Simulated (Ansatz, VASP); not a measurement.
Two plane-wave programs on Si

Contents of INCAR:

```
ALGO     = Normal         # electronic algorithm
EDIFF    = 1E-7           # SCF threshold, eV
ENCUT    = 520            # plane-wave cutoff, eV
GGA      = PE             # functional
ISIF     = 2              # what is computed and relaxed
ISMEAR   = -1             # smearing method
LASPH    = T              # aspherical terms in the spheres
LCHARG   = F              # write CHGCAR
LREAL    = F              # projectors in reciprocal space
LWAVE    = F              # write WAVECAR
NBANDS   = 11             # bands
NELM     = 60             # most SCF steps
PREC     = Accurate       # precision mode
SIGMA    = 0.1            # smearing width, eV
```

KPOINTS

```
k-points
0
Gamma
  22 22 11
```

POSCAR

```
Si
1.0
    2.6648244188      0.0000000000      0.0000000000
   -1.3324122094      2.3078056433      0.0000000000
    0.0000000000      0.0000000000      4.4919612861
Si
2
Direct
    0.3333333333      0.6666666667      0.2500000000
    0.6666666667      0.3333333333      0.7500000000
```

Input for Ansatz:

```yaml
crystal:
  lattice:
    - [2.6648244188, 0.0, 0.0]
    - [-1.3324122094, 2.3078056433, 0.0]
    - [0.0, 0.0, 4.4919612861]
  atoms:
    - { symbol: Si, position: [0.3333333333, 0.6666666667, 0.25] }
    - { symbol: Si, position: [0.6666666667, 0.3333333333, 0.75] }
hamiltonian:
  xc: pbe
  pseudopotentials:
    kind: paw
    azcp:
      Si: "pseudopotentials/Si.paw.azcp"
basis:
  ecutwfc: 420
  fft_grid_basis: typed
kpoints:
  mp_grid: { grid: [22, 22, 11], shift: [0, 0, 0] }
magnetization:
  spin_polarized: false
scf:
  occupations: { method: fermi_dirac, width: 0.1 }
output:
  stress: true
```

Alike in both runs: task single point; functional PBE; k mesh 22 × 22 × 11; occupations fermi-dirac, width 0.1 eV; no spin polarisation.

```csv
,VASP,Ansatz
version,VASP 6.6.1,Ansatz 0.2.0
potentials or method,"VASP PAW PBE potentials, release 64 (Si), cutoff 520 eV","plane waves (420 eV) with PAW, scalar-relativistic"
valence electrons in the cell,8,8
```

VASP gave:

* pressure (GPa): 3.5
* traceless stress, the component that is largest in VASP (GPa): 0.54

Question: What did Ansatz give for the same quantities?

Answer: Pressure (GPa): 3.6; traceless stress, the component that is largest in VASP (GPa): 0.54.
